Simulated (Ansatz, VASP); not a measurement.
# LaIr5 in VASP and in Ansatz

Contents of INCAR:

```
SYSTEM = LaIr5
PREC = Accurate ; ENCUT = 520
EDIFF = 1E-6 ; ISMEAR = -1
SIGMA = 0.1 ; LREAL = .False.
LASPH = .True. ; NELM = 60
ALGO = Normal ; ISIF = 2
LWAVE = .False. ; LCHARG = .False.
GGA = CA ; NBANDS = 37
```

Contents of KPOINTS:

```
Automatic mesh
0
Gamma
  5 5 6
  0 0 0
```

POSCAR

```
LaIr5
1.0
    5.4324473787      0.0000000000      0.0000000000
   -2.7162236894      4.7046376371      0.0000000000
    0.0000000000      0.0000000000      4.2501208554
La Ir
1 5
Direct
    0.0000000000      0.0000000000      0.0000000000
    0.5000000000      0.0000000000      0.5000000000
    0.5000000000      0.5000000000      0.5000000000
    0.0000000000      0.5000000000      0.5000000000
    0.3333333333      0.6666666667      0.0000000000
    0.6666666667      0.3333333333      0.0000000000
```

Input for Ansatz:

```yaml
crystal:
  lattice:
    - [5.432447378700497, 0.0, 0.0]
    - [-2.7162236893502487, 4.704637637065288, 0.0]
    - [0.0, 0.0, 4.250120855425292]
  atoms:
    - { symbol: La, position: [0.0, 0.0, 0.0] }
    - { symbol: Ir, position: [0.5, 0.0, 0.5] }
    - { symbol: Ir, position: [0.5, 0.5, 0.5] }
    - { symbol: Ir, position: [0.0, 0.5, 0.5] }
    - { symbol: Ir, position: [0.3333333333333333, 0.6666666666666666, 0.0] }
    - { symbol: Ir, position: [0.6666666666666666, 0.3333333333333333, 0.0] }
basis:
  ecutwfc: 420.0
kpoints:
  mp_grid:
    grid: [5, 5, 6]
hamiltonian:
  xc: lda
  pseudopotentials:
    kind: paw
scf:
  occupations:
    method: fermi_dirac
    width: 0.1
output:
  stress: true
```

Alike in both runs: task single point; functional LDA; k mesh 5 × 5 × 6; occupations fermi-dirac, width 0.1 eV; no spin polarisation.

```csv
,VASP,Ansatz
version,VASP 6.6.1,Ansatz 0.2.0
potentials or method,"VASP PAW LDA potentials, release 64 (La, Ir), cutoff 520 eV","plane waves, PAW"
valence electrons in the cell,56,96
```

|  | VASP | Ansatz | Ansatz less VASP |
| --- | --- | --- | --- |
| pressure (GPa) | -9.8 | -10.9 | -1.11 |
| traceless stress, the component that is largest in VASP (GPa) | 3.80 | 3.49 | -0.311 |

LDA's correlation is that of Perdew and Zunger in VASP and of Perdew and Wang (1992) in Ansatz. VASP's potentials hold 56 valence electrons a cell and Ansatz's 96, so a difference there can come from the potentials and not from the codes.

Spin-orbit coupling is off throughout.
